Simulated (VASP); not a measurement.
# Al2Cu (P4/mmm) in VASP: a series of runs, part 2 of 2

VASP 6.6.1.

## 3. Single point, PBE

This run uses another cell than the first one, of 13.75 Å³/atom, 1.007 times its volume.

INCAR reads:

```
PREC = Accurate
ENCUT = 520
EDIFF = 1E-7
ISMEAR = 0
SIGMA = 0.15
LREAL = False
LASPH = True
NELM = 100
ALGO = Fast
ISIF = 2
LWAVE = False
LCHARG = True
GGA = PE
LELF = True
LVHAR = True
NBANDS = 16
```

KPOINTS reads:

```
Automatic mesh
0
Gamma
  10 10 14
```

POSCAR reads:

```
Al2Cu
1.0
    3.8327000000      0.0000000000      0.0000000000
    0.0000000000      3.8327000000      0.0000000000
    0.0000000000      0.0000000000      2.8078000000
Al Cu
2 1
Direct
    0.5000000000      0.0000000000      0.5000000000
    0.0000000000      0.5000000000      0.5000000000
    0.0000000000      0.0000000000      0.0000000000
```

Potentials or basis: VASP PAW PBE potentials, release 64 (Al, Cu).

Started as:

```sh
$ cat potpaw_PBE.64/Al/POTCAR potpaw_PBE.64/Cu/POTCAR > POTCAR
$ mpirun -np 1 vasp_std > vasp.out
```

OUTCAR:

```text
PREC = Accurate
   ENCUT = 520
   EDIFF = 1E-7
   ISMEAR = 0
   LREAL = False
   LASPH = True
   NELM = 100
   ISIF = 2
   GGA = PE

 ion  position               nearest neighbor table
   1  0.500  0.000  0.500-   3 2.38   3 2.38   3 2.38   3 2.38   2 2.71   2 2.71   2 2.71   2 2.71

   2  0.000  0.500  0.500-   3 2.38   3 2.38   3 2.38   3 2.38   1 2.71   1 2.71   1 2.71   1 2.71

   3  0.000  0.000  0.000-   1 2.38   2 2.38   1 2.38   2 2.38   2 2.38   2 2.38   1 2.38   1 2.38

  LATTYP: Found a simple tetragonal cell.
 ALAT       =     3.8327000000
 C/A-ratio  =     0.7325906019

  Lattice vectors:

 A1 = (   3.8327000000,   0.0000000000,   0.0000000000)
 A2 = (   0.0000000000,   3.8327000000,   0.0000000000)
 A3 = (   0.0000000000,   0.0000000000,   2.8078000000)

Analysis of symmetry for initial positions (statically):
=====================================================================
 Subroutine PRICEL returns:
 Original cell was already a primitive cell.

 Routine SETGRP: Setting up the symmetry group for a
 simple tetragonal supercell.

 Subroutine GETGRP returns: Found 16 space group operations
 (whereof 16 operations were pure point group operations)
 out of a pool of 16 trial point group operations.

The static configuration has the point symmetry D_4h.

Analysis of symmetry for dynamics (positions and initial velocities):
=====================================================================
 Subroutine PRICEL returns:
 Original cell was already a primitive cell.

 Routine SETGRP: Setting up the symmetry group for a
 simple tetragonal supercell.

 Subroutine GETGRP returns: Found 16 space group operations
 (whereof 16 operations were pure point group operations)
 out of a pool of 16 trial point group operations.

The dynamic configuration has the point symmetry D_4h.

 Subroutine INISYM returns: Found 16 space group operations
 (whereof 16 operations are pure point group operations),
 and found     1 'primitive' translations

----------------------------------------------------------------------------------------

                                     Primitive cell

  volume of cell :      41.2454

  direct lattice vectors                    reciprocal lattice vectors
     3.832700000  0.000000000  0.000000000     0.260912673  0.000000000  0.000000000
     0.000000000  3.832700000  0.000000000     0.000000000  0.260912673  0.000000000
     0.000000000  0.000000000  2.807800000     0.000000000  0.000000000  0.356150723

  length of vectors
     3.832700000  3.832700000  2.807800000     0.260912673  0.260912673  0.356150723

  position of ions in fractional coordinates (direct lattice)
     0.500000000  0.000000000  0.500000000
     0.000000000  0.500000000  0.500000000
     0.000000000  0.000000000  0.000000000

  ion indices of the primitive-cell ions
   primitive index   ion index
                 1           1
                 2           2
                 3           3

----------------------------------------------------------------------------------------

 KPOINTS: Automatic mesh

Automatic generation of k-mesh.
 Grid dimensions read from file:
 generate k-points for:   10   10   14

 Generating k-lattice:

  Cartesian coordinates                     Fractional coordinates (reciprocal lattice)
     0.026091267  0.000000000  0.000000000     0.100000000  0.000000000  0.000000000
     0.000000000  0.026091267  0.000000000     0.000000000  0.100000000  0.000000000
     0.000000000  0.000000000  0.025439337     0.000000000  0.000000000  0.071428571

  Length of vectors
     0.026091267  0.026091267  0.025439337

  Shift w.r.t. Gamma in fractional coordinates (k-lattice)
     0.000000000  0.000000000  0.000000000

 Subroutine IBZKPT returns following result:
 ===========================================

 Found    168 irreducible k-points:

 Following reciprocal coordinates:
            Coordinates               Weight
  0.000000  0.000000  0.000000      1.000000
  0.100000  0.000000  0.000000      4.000000
  0.200000  0.000000  0.000000      4.000000
  0.300000  0.000000  0.000000      4.000000
  0.400000  0.000000  0.000000      4.000000
  0.500000  0.000000  0.000000      2.000000
[... 16 lines left out ...]
  0.100000  0.000000  0.071429      8.000000
  0.200000  0.000000  0.071429      8.000000
 [... further k-points ...]
   k-points           NKPTS =    168   k-points in BZ     NKDIM =    168   number of bands    NBANDS=     16
   number of dos      NEDOS =    301   number of ions     NIONS =      3
   total plane-waves  NPLWV =  21600
   dimension x,y,z NGX =    30 NGY =   30 NGZ =   24
   dimension x,y,z NGXF=    60 NGYF=   60 NGZF=   48
   ions per type =               2   1
   NGX,Y,Z   is equivalent  to a cutoff of  13.01, 13.01, 14.21 a.u.
   NGXF,Y,Z  is equivalent  to a cutoff of  26.03, 26.03, 28.42 a.u.
 SYSTEM =  unknown system
   PREC   = accura    normal or accurate (medium, high low for compatibility)
   ISTART =      0    job   : 0-new  1-cont  2-samecut
   ICHARG =      2    charge: 1-file 2-atom 10-const
   ISPIN  =      1    spin polarized calculation?
   LNONCOLLINEAR =      F non collinear calculations
   LSORBIT =      F    spin-orbit coupling
   LASPH  =      T    aspherical Exc in radial PAW
   ENCUT  =  520.0 eV  38.22 Ry    6.18 a.u.   7.13  7.13  5.22*2*pi/ulx,y,z
   NELM   =    100;   NELMIN=  2; NELMDL= -5     # of ELM steps
   EDIFF  = 0.1E-06   stopping-criterion for ELM
   LREAL  =      F    real-space projection
   EDIFFG = 0.1E-05   stopping-criterion for IOM
   NSW    =      0    number of steps for IOM
   IBRION =     -1    ionic relax: 0-MD 1-quasi-New 2-CG
   NFREE  =      0    steps in history (QN), initial steepest desc. (CG)
   ISIF   =      2    stress and relaxation
   ISYM   =      2    0-nonsym 1-usesym 2-fastsym
   POTIM  = 0.5000    time-step for ionic-motion
   TEBEG  =    0.0;   TEEND  =   0.0 temperature during run
   PSTRESS=    0.0 pullay stress
   NELECT =      17.0000    total number of electrons
   NUPDOWN=      -1.0000    fix difference up-down
   EMIN   =  10.00;   EMAX   =-10.00  energy-range for DOS
   EFERMI =   0.00;   METHOD = LEGACY
   ISMEAR =     0;   SIGMA  =   0.15  broadening in eV -4-tet -1-fermi 0-gaus
   EFERMI_NEDOS =   21; number of points for ismear=-14 and -15
   IALGO  =     68    algorithm
   IMIX   =      4    mixing-type and parameters
     AMIX     =   0.40;   BMIX     =  1.00
     AMIX_MAG =   1.60;   BMIX_MAG =  1.00
  volume/ion in A,a.u.               =      13.75        92.78
  Fermi-wavevector in a.u.,A,eV,Ry     =   1.218333  2.302315 20.195594  1.484334
  Thomas-Fermi vector in A             =   2.353623
   LORBIT       =      0    0 simple, 1 ext, 2 COOP (PROOUT), +10 PAW based schemes
   GGA     = PE    functional components
   LHFCALC =     F    Hartree Fock is set to
   AEXX    =    0.0000 exact exchange contribution
   IVDW    =     0    specifies the selected vdW correction
   LEPSILON=     F    determine dielectric tensor
   LRPA    =     F    only Hartree local field effects (RPA)
 non-spin polarized calculation
 RMM-DIIS sequential band-by-band and
 Gauss-broadening in eV      SIGMA  =   0.15
  energy-cutoff  :      520.00
  volume of cell :       41.25
 maximum number of plane-waves:      1140
 NGX is ok and might be reduce to    30
   NGX = 15   NGY = 15   NGZ = 11

 number of electron      16.9999983 magnetization

 Free energy of the ion-electron system (eV)
  ---------------------------------------------------
  ext. energy  EPLUGINS =         0.00000000
  ---------------------------------------------------
  free energy    TOTEN  =       -10.79091000 eV

  energy without entropy =      -10.78223316  energy(sigma->0) =      -10.78657158

 E-fermi :   8.8771     XC(G=0): -11.0940

 val. band max:        8.8653093762   @ k =   0.2000   0.2000   0.5000
 cond. band min:       8.9027129093   @ k =   0.2000   0.0000   0.2857
 fundamental gap:      0.0374035331
 Fermi energy:         8.8771049466

 k-point     1 :       0.0000    0.0000    0.0000
  band No.  band energies     occupation
      1      -2.7034      2.00000
      2       2.9309      2.00000
      3       3.2324      2.00000
      4       4.1087      2.00000
      5       4.2529      2.00000
      6       4.2529      2.00000
[... 433 lines left out ...]
      3       3.2296      2.00000
      4       4.0117      2.00000
      5       4.1205      2.00000
      6       4.1761      2.00000
[... 8 lines left out ...]
     15      19.8748      0.00000
     16      20.4802      0.00000

 [... further k-points ...]

------------------------ aborting loop because EDIFF is reached ----------------------------------------

  FORCE on cell =-STRESS in cart. coord.  units (eV):
  Direction    XX          YY          ZZ          XY          YZ          ZX
  --------------------------------------------------------------------------------------
  -------------------------------------------------------------------------------------
  Total        6.6298628      6.6298628      4.8574168      0.0000000      0.0000000      0.0000000
  in kB      257.5368024    257.5368024    188.6861949      0.0000000      0.0000000      0.0000000
  external PRESSURE =     234.5865999 kB  Pullay stress =       0.0000000 kB

 VOLUME and BASIS-vectors are now :
 -----------------------------------------------------------------------------
  energy-cutoff  :      520.00
  volume of cell :       41.25
      direct lattice vectors                 reciprocal lattice vectors
     3.832700000  0.000000000  0.000000000     0.260912673  0.000000000  0.000000000
     0.000000000  3.832700000  0.000000000     0.000000000  0.260912673  0.000000000
     0.000000000  0.000000000  2.807800000     0.000000000  0.000000000  0.356150723

 POSITION                                       TOTAL-FORCE (eV/Angst)
 -----------------------------------------------------------------------------------
      1.91635      0.00000      1.40390         0.000000      0.000000      0.000000
      0.00000      1.91635      1.40390         0.000000      0.000000      0.000000
      0.00000      0.00000      0.00000         0.000000      0.000000      0.000000
 -----------------------------------------------------------------------------------
    total drift:                                0.000000      0.000000     -0.000000

  FREE ENERGIE OF THE ION-ELECTRON SYSTEM (eV)
  ---------------------------------------------------
  free  energy   TOTEN  =       -10.7909100035 eV

  energy  without entropy=      -10.7822331610  energy(sigma->0) =      -10.78657158
```

OSZICAR:

```text
N       E                     dE             d eps       ncg     rms          rms(c)
DAV:   1     0.648613103248E+02    0.64861E+02   -0.70554E+03  5488   0.117E+03
DAV:   2    -0.103361749446E+02   -0.75197E+02   -0.66956E+02  5680   0.213E+02
DAV:   3    -0.131445137615E+02   -0.28083E+01   -0.27469E+01  7304   0.448E+01
[... 13 lines left out ...]
RMM:  17    -0.107909515232E+02    0.33666E-05   -0.21253E-05  7806   0.370E-02    0.532E-02
RMM:  18    -0.107909183382E+02    0.33185E-04   -0.18723E-05  7220   0.550E-02    0.185E-02
RMM:  19    -0.107909109889E+02    0.73493E-05   -0.11856E-05  6661   0.297E-02    0.183E-02
RMM:  20    -0.107909100239E+02    0.96501E-06   -0.45084E-06  7044   0.141E-02    0.297E-02
RMM:  21    -0.107909100035E+02    0.20369E-07   -0.76547E-07  6051   0.825E-03
   1 F= -.10790910E+02 E0= -.10786572E+02  d E =-.867684E-02
```

Wall time 71 s (1 thread of Intel Xeon 6975P-C (Granite Rapids), shared host); peak memory 0.23 GiB.

What came out:

| Property | Result |
| --- | --- |
| Free energy | -10.7909 eV |
| Pressure | 23.5 GPa |

Stress tensor (GPa, compression positive):
```
25.75  0.00  0.00
 0.00 25.75  0.00
 0.00  0.00 18.87
```

Levels at points of the mesh, in eV from the Fermi level:
| k point | band 5 | band 6 | band 7 | band 8 | band 9 | band 10 | band 11 | band 12 | band 13 | band 14 |
| --- | --- | --- | --- | --- | --- | --- | --- | --- | --- | --- |
| (0.00, 0.00, 0.00) | -4.62 | -4.62 | -2.43 | -2.43 | 0.95 | 1.05 | 5.91 | 7.29 | 7.64 | 7.64 |
| (0.50, 0.00, 0.00) | -4.79 | -4.67 | -4.62 | -0.90 | 2.01 | 2.21 | 3.02 | 7.50 | 9.14 | 9.72 |
| (0.50, 0.50, 0.00) | -4.84 | -4.65 | -4.65 | -4.62 | -2.64 | 9.00 | 9.00 | 9.39 | 11.10 | 11.10 |
| (0.00, 0.00, 0.50) | -5.39 | -4.56 | -3.42 | 2.87 | 2.87 | 2.95 | 2.95 | 3.04 | 3.41 | 5.49 |
| (0.50, 0.00, 0.50) | -4.68 | -4.60 | -3.53 | -2.80 | -1.83 | 4.04 | 4.42 | 4.99 | 6.23 | 7.29 |
| (0.50, 0.50, 0.50) | -4.36 | -4.08 | -2.46 | -2.46 | -1.32 | -0.98 | 0.42 | 0.42 | 2.26 | 14.04 |
